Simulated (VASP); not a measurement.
# BeTe (I-4m2) in VASP: further runs

The runs below take BeTe through single point, with PBEsol.

All numbers are computed with VASP 6.6.1; they aren't measurements. Logs are shortened: lines on timing, memory, paths and dates and some standing lists are left out, and cuts for length are marked.

## Step 1: The cell of the first run

The structure is tetragonal, space group I-4m2 (No. 119). The conventional cell has a = 4.043 Å, b = 4.043 Å, c = 5.512 Å, α = 90.00°, β = 90.00°, γ = 90.00°. Within 3.2 Å of Be (site symmetry -4m2) lie 4 Te at 2.45 Å. Within 3.2 Å of Te (site symmetry -4m2) lie 4 Be at 2.45 Å.

## Step 2: Single point, PBEsol (in-plane strain +0.02, then relaxed in part)

File INCAR:

```
ALGO = Normal ; EDIFF = 1E-7
ENCUT = 520 ; GGA = PS
ISIF = 2 ; ISMEAR = 0
LASPH = T ; LCHARG = F
LREAL = F ; LWAVE = F
NBANDS = 11 ; NELM = 80
PREC = Accurate ; SIGMA = 0.01
```

File KPOINTS:

```
k-points
0
Gamma
  8 8 8
```

File POSCAR:

```
BeTe
1.0
    2.8588313528      2.8588313528      0.0000000000
   -2.8588313528      2.8588313528      0.0000000000
    0.0000000000      2.8588313528      2.7560258793
Be Te
1 1
Direct
    0.0000000000      0.0000000000      0.0000000000
    0.7500000000      0.2500000000      0.5000000000
```

Potentials or basis: VASP PAW PBE potentials, release 64 (Be, Te).

Launch:

```
$ cat potpaw_PBE.64/Be/POTCAR potpaw_PBE.64/Te/POTCAR > POTCAR
$ mpirun -np 1 vasp_std > vasp.out
```

OUTCAR:

```text
EDIFF = 1E-7
   ENCUT = 520
   GGA = PS
   ISIF = 2
   ISMEAR = 0
   LASPH = T
   LREAL = F
   NELM = 80
   PREC = Accurate

 ion  position               nearest neighbor table
   1  0.000  0.000  0.000-   2 2.45   2 2.45   2 2.45   2 2.45
   2  0.750  0.250  0.500-   1 2.45   1 2.45   1 2.45   1 2.45

  LATTYP: Found a body centered tetragonal cell.
 ALAT       =     4.0429980717
 C/A-ratio  =     1.3633575037

  Lattice vectors:

 A1 = (   2.8588313528,   0.0000000000,  -2.7560258793)
 A2 = (  -2.8588313528,   0.0000000000,  -2.7560258793)
 A3 = (   0.0000000000,   2.8588313528,   2.7560258793)

Analysis of symmetry for initial positions (statically):
=====================================================================
 Subroutine PRICEL returns:
 Original cell was already a primitive cell.

 Routine SETGRP: Setting up the symmetry group for a
 body centered tetragonal supercell.

 Subroutine GETGRP returns: Found  8 space group operations
 (whereof  8 operations were pure point group operations)
 out of a pool of 16 trial point group operations.

The static configuration has the point symmetry D_2d.

Analysis of symmetry for dynamics (positions and initial velocities):
=====================================================================
 Subroutine PRICEL returns:
 Original cell was already a primitive cell.

 Routine SETGRP: Setting up the symmetry group for a
 body centered tetragonal supercell.

 Subroutine GETGRP returns: Found  8 space group operations
 (whereof  8 operations were pure point group operations)
 out of a pool of 16 trial point group operations.

The dynamic configuration has the point symmetry D_2d.

 Subroutine INISYM returns: Found  8 space group operations
 (whereof  8 operations are pure point group operations),
 and found     1 'primitive' translations

----------------------------------------------------------------------------------------

                                     Primitive cell

  volume of cell :      45.0495

  direct lattice vectors                    reciprocal lattice vectors
     2.858831353  2.858831353  0.000000000     0.174896641  0.174896641 -0.181420648
    -2.858831353  2.858831353  0.000000000    -0.174896641  0.174896641 -0.181420648
     0.000000000  2.858831353  2.756025879     0.000000000  0.000000000  0.362841295

  length of vectors
     4.042998072  4.042998072  3.970969070     0.306742761  0.306742761  0.362841295

  position of ions in fractional coordinates (direct lattice)
     0.000000000  0.000000000  0.000000000
     0.750000000  0.250000000  0.500000000
[... 81 lines left out ...]
   IBRION =     -1    ionic relax: 0-MD 1-quasi-New 2-CG
   NFREE  =      0    steps in history (QN), initial steepest desc. (CG)
   ISIF   =      2    stress and relaxation
   ISYM   =      2    0-nonsym 1-usesym 2-fastsym
   POTIM  = 0.5000    time-step for ionic-motion
   TEBEG  =    0.0;   TEEND  =   0.0 temperature during run
   PSTRESS=    0.0 pullay stress
   NELECT =       8.0000    total number of electrons
   NUPDOWN=      -1.0000    fix difference up-down
   EMIN   =  10.00;   EMAX   =-10.00  energy-range for DOS
   EFERMI =   0.00;   METHOD = LEGACY
   ISMEAR =     0;   SIGMA  =   0.01  broadening in eV -4-tet -1-fermi 0-gaus
   EFERMI_NEDOS =   21; number of points for ismear=-14 and -15
   IALGO  =     38    algorithm
   IMIX   =      4    mixing-type and parameters
     AMIX     =   0.40;   BMIX     =  1.00
     AMIX_MAG =   1.60;   BMIX_MAG =  1.00
  volume/ion in A,a.u.               =      22.52       152.00
  Fermi-wavevector in a.u.,A,eV,Ry     =   0.920184  1.738896 11.520580  0.846739
  Thomas-Fermi vector in A             =   2.045461
   LORBIT       =      0    0 simple, 1 ext, 2 COOP (PROOUT), +10 PAW based schemes
   GGA     = PS    functional components
   LHFCALC =     F    Hartree Fock is set to
   AEXX    =    0.0000 exact exchange contribution
   IVDW    =     0    specifies the selected vdW correction
   LEPSILON=     F    determine dielectric tensor
   LRPA    =     F    only Hartree local field effects (RPA)
 non-spin polarized calculation
 Gauss-broadening in eV      SIGMA  =   0.01
  energy-cutoff  :      520.00
  volume of cell :       45.05
 maximum number of plane-waves:      1227
   NGX = 15   NGY = 15   NGZ = 15

 number of electron       8.0000000 magnetization

 Free energy of the ion-electron system (eV)
  ---------------------------------------------------
  ext. energy  EPLUGINS =         0.00000000
  ---------------------------------------------------
  free energy    TOTEN  =        -8.20592779 eV

  energy without entropy =       -8.20592779  energy(sigma->0) =       -8.20592779

 E-fermi :   5.1239     XC(G=0):  -9.1681

 val. band max:        5.0281757674   @ k =   0.0000   0.0000   0.0000
 cond. band min:       6.6274080104   @ k =   0.0000   0.0000   0.5000
 fundamental gap:      1.5992322430
 Fermi energy:         5.1239138360

 k-point     1 :       0.0000    0.0000    0.0000
  band No.  band energies     occupation
      1      -7.3667      2.00000
      2       4.8463      2.00000
      3       4.8463      2.00000
      4       5.0282      2.00000
      5       8.4743      0.00000
      6       8.5464      0.00000
      7       8.5464      0.00000
      8       8.5692      0.00000
      9      13.0887      0.00000
     10      14.7743      0.00000
     11      15.4346      0.00000
[... 309 lines left out ...]
 k-point    24 :       0.3750    0.0000    0.1250
  band No.  band energies     occupation
      1      -6.5496      2.00000
      2       1.0870      2.00000
      3       3.1350      2.00000
      4       4.0655      2.00000
      5       8.6052      0.00000
      6       9.5026      0.00000
      7       9.9042      0.00000
      8      11.6872      0.00000
      9      13.1072      0.00000
     10      14.5883      0.00000
     11      15.6680      0.00000

 [... further k-points ...]
[... 5 lines left out ...]
  --------------------------------------------------------------------------------------
  -------------------------------------------------------------------------------------
  Total       -0.5022666     -0.5022666      0.0620463      0.0000000      0.0000000      0.0000000
  in kB      -17.8630066    -17.8630066      2.2066627      0.0000000      0.0000000      0.0000000
  external PRESSURE =     -11.1731168 kB  Pullay stress =       0.0000000 kB

 VOLUME and BASIS-vectors are now :
 -----------------------------------------------------------------------------
  energy-cutoff  :      520.00
  volume of cell :       45.05
      direct lattice vectors                 reciprocal lattice vectors
     2.858831353  2.858831353  0.000000000     0.174896641  0.174896641 -0.181420648
    -2.858831353  2.858831353  0.000000000    -0.174896641  0.174896641 -0.181420648
     0.000000000  2.858831353  2.756025879     0.000000000  0.000000000  0.362841295

 POSITION                                       TOTAL-FORCE (eV/Angst)
 -----------------------------------------------------------------------------------
      0.00000      0.00000      0.00000         0.000000     -0.000000      0.000000
      1.42942      4.28825      1.37801        -0.000000      0.000000      0.000000
 -----------------------------------------------------------------------------------
    total drift:                               -0.000000      0.000000      0.000000

  FREE ENERGIE OF THE ION-ELECTRON SYSTEM (eV)
  ---------------------------------------------------
  free  energy   TOTEN  =        -8.2059277892 eV

  energy  without entropy=       -8.2059277892  energy(sigma->0) =       -8.20592779
```

stdout:

```text
POSCAR found type information on POSCAR BeTe
 POSCAR found :  2 types and       2 ions
 scaLAPACK will be used
 -----------------------------------------------------------------------------
|                                                                             |
|                                                                             |
|     You enforced a specific xc type in the INCAR file but a different       |
|     I HOPE YOU KNOW WHAT YOU ARE DOING!                                     |
|                                                                             |
 -----------------------------------------------------------------------------

 LDA part: xc-table for (Slater+PW92), standard interpolation
 POSCAR, INCAR and KPOINTS ok, starting setup
 FFT: planning ... GRIDC
 FFT: planning ... GRID_SOFT
 FFT: planning ... GRID
 WAVECAR not read
 entering main loop
```

Run time: 52 s. Hardware: 1 thread of AMD EPYC 7R13 (Zen 3), shared host; peak memory 0.15 GiB.

What came out:

| Property | Result |
| --- | --- |
| Free energy | -8.2059 eV |
| Pressure | -1.1 GPa |
| Band gap on the k mesh | 1.60 eV, indirect (least direct gap 3.45 eV) |

Caveat: the cell differs from its parent crystal (in-plane strain +0.02, then relaxed in part); the PAW data sets were made with another functional, which shifts forces and pressure a little; spin-orbit coupling is left out, which moves the levels of the heavy elements. A k mesh can miss the band edges.

## Step 3: Single point, PBEsol (in-plane strain +0.02)

File INCAR:

```
SYSTEM = BeTe
PREC = Accurate
ENCUT = 520
EDIFF = 1E-6
ISMEAR = 0
SIGMA = 0.01
LREAL = .False.
LASPH = .True.
NELM = 100
ALGO = Normal
ISIF = 2
LWAVE = .False.
LCHARG = .False.
GGA = PS
NBANDS = 11
```

File KPOINTS:

```
regular mesh
0
Gamma
  8 8 8
  0 0 0
```

Changes to POSCAR since step 2:

```diff
@@ -4,3 +4,3 @@
    -2.8588313528      2.8588313528      0.0000000000
-    0.0000000000      2.8588313528      2.7560258793
+    0.0000000000      2.8588313528      2.7691425261
 Be Te
```

Potentials or basis: VASP PAW PBE potentials, release 64 (Be, Te).

Launch:

```
$ cat potpaw_PBE.64/Be/POTCAR potpaw_PBE.64/Te/POTCAR > POTCAR
$ mpirun -np 1 vasp_std > vasp.out
```

OUTCAR:

```text
SYSTEM = BeTe
   PREC = Accurate
   ENCUT = 520
   EDIFF = 1E-6
   ISMEAR = 0
   LREAL = .False.
   LASPH = .True.
   NELM = 100
   ISIF = 2
   GGA = PS

 ion  position               nearest neighbor table
   1  0.000  0.000  0.000-   2 2.45   2 2.45   2 2.45   2 2.45
   2  0.750  0.250  0.500-   1 2.45   1 2.45   1 2.45   1 2.45

  LATTYP: Found a body centered tetragonal cell.
 ALAT       =     4.0429980717
 C/A-ratio  =     1.3698460781

  Lattice vectors:

 A1 = (   2.8588313528,   0.0000000000,  -2.7691425261)
 A2 = (  -2.8588313528,   0.0000000000,  -2.7691425261)
 A3 = (   0.0000000000,   2.8588313528,   2.7691425261)

Analysis of symmetry for initial positions (statically):
=====================================================================
 Subroutine PRICEL returns:
 Original cell was already a primitive cell.

 Routine SETGRP: Setting up the symmetry group for a
 body centered tetragonal supercell.

 Subroutine GETGRP returns: Found  8 space group operations
 (whereof  8 operations were pure point group operations)
 out of a pool of 16 trial point group operations.

The static configuration has the point symmetry D_2d.
[... 164 lines left out ...]
 cond. band min:       6.6057295200   @ k =   0.0000   0.0000   0.5000
 fundamental gap:      1.6456839157
 Fermi energy:         5.0555099083

 k-point     1 :       0.0000    0.0000    0.0000
  band No.  band energies     occupation
      1      -7.3891      2.00000
      2       4.8011      2.00000
      3       4.8011      2.00000
      4       4.9600      2.00000
      5       8.4296      0.00000
      6       8.4838      0.00000
      7       8.4923      0.00000
      8       8.4923      0.00000
      9      13.0261      0.00000
     10      14.7580      0.00000
     11      15.3383      0.00000
[... 309 lines left out ...]
 k-point    24 :       0.3750    0.0000    0.1250
  band No.  band energies     occupation
      1      -6.5769      2.00000
      2       1.0458      2.00000
      3       3.0799      2.00000
      4       4.0361      2.00000
      5       8.5589      0.00000
      6       9.4496      0.00000
      7       9.8331      0.00000
      8      11.6111      0.00000
      9      13.0614      0.00000
     10      14.5186      0.00000
     11      15.6101      0.00000

 [... further k-points ...]
[... 5 lines left out ...]
  --------------------------------------------------------------------------------------
  -------------------------------------------------------------------------------------
  Total       -0.5512192     -0.5512192     -0.0544956      0.0000000     -0.0000000      0.0000000
  in kB      -19.5111340    -19.5111340     -1.9289431      0.0000000     -0.0000000      0.0000000
  external PRESSURE =     -13.6504037 kB  Pullay stress =       0.0000000 kB

 VOLUME and BASIS-vectors are now :
 -----------------------------------------------------------------------------
  energy-cutoff  :      520.00
  volume of cell :       45.26
      direct lattice vectors                 reciprocal lattice vectors
     2.858831353  2.858831353  0.000000000     0.174896641  0.174896641 -0.180561309
    -2.858831353  2.858831353  0.000000000    -0.174896641  0.174896641 -0.180561309
     0.000000000  2.858831353  2.769142526     0.000000000  0.000000000  0.361122618

 POSITION                                       TOTAL-FORCE (eV/Angst)
 -----------------------------------------------------------------------------------
      0.00000      0.00000      0.00000        -0.000000      0.000000      0.000000
      1.42942      4.28825      1.38457         0.000000     -0.000000      0.000000
 -----------------------------------------------------------------------------------
    total drift:                               -0.000000      0.000000      0.000000

  FREE ENERGIE OF THE ION-ELECTRON SYSTEM (eV)
  ---------------------------------------------------
  free  energy   TOTEN  =        -8.2059397432 eV

  energy  without entropy=       -8.2059397432  energy(sigma->0) =       -8.20593974
```

OSZICAR:

```text
N       E                     dE             d eps       ncg     rms          rms(c)
DAV:   1     0.187339233003E+02    0.18734E+02   -0.33381E+03  1298   0.586E+02
DAV:   2    -0.724438300169E+01   -0.25978E+02   -0.24695E+02  1731   0.919E+01
DAV:   3    -0.831973905779E+01   -0.10754E+01   -0.10738E+01  1678   0.197E+01
DAV:   4    -0.833112566558E+01   -0.11387E-01   -0.11385E-01  1560   0.232E+00
DAV:   5    -0.833136137135E+01   -0.23571E-03   -0.23570E-03  1659   0.320E-01    0.387E+00
DAV:   6    -0.823957934481E+01    0.91782E-01   -0.81195E-02  1496   0.111E+00    0.233E+00
DAV:   7    -0.820567264506E+01    0.33907E-01   -0.88671E-02  1517   0.126E+00    0.365E-01
DAV:   8    -0.820581613114E+01   -0.14349E-03   -0.44844E-03  1481   0.378E-01    0.828E-02
DAV:   9    -0.820592418128E+01   -0.10805E-03   -0.16246E-04  1584   0.797E-02    0.233E-02
DAV:  10    -0.820593930093E+01   -0.15120E-04   -0.28806E-05  1470   0.258E-02    0.113E-02
DAV:  11    -0.820593974318E+01   -0.44225E-06   -0.81816E-07  1553   0.564E-03
   1 F= -.82059397E+01 E0= -.82059397E+01  d E =-.290414E-44
```

It used 30 s of CPU time on 1 thread of AMD EPYC 7R13 Processor (Zen 3), on a shared host.

What came out:

* Free energy: -8.2059 eV
* Pressure: -1.4 GPa
* Band gap on the k mesh: 1.65 eV, indirect (least direct gap 3.47 eV)

Levels at points of the mesh, in eV from the valence-band top:
| k point | band 2 | band 3 | band 4 | band 5 | band 6 | band 7 |
| --- | --- | --- | --- | --- | --- | --- |
| (0.00, 0.00, 0.00) | -0.16 | -0.16 | 0.00 | 3.47 | 3.52 | 3.53 |
| (0.50, 0.00, 0.00) | -5.59 | -1.35 | -1.09 | 2.86 | 4.36 | 4.59 |
| (0.50, 0.50, 0.00) | -5.22 | -2.66 | -2.61 | 1.85 | 2.62 | 9.40 |
| (0.00, 0.00, 0.50) | -5.04 | -2.85 | -2.85 | 1.65 | 2.35 | 9.54 |

Caveat: the cell differs from its parent crystal (in-plane strain +0.02); the PAW data sets were made with another functional, which shifts forces and pressure a little; spin-orbit coupling is left out, which moves the levels of the heavy elements. A k mesh can miss the band edges.

[end of part 1 of 2]
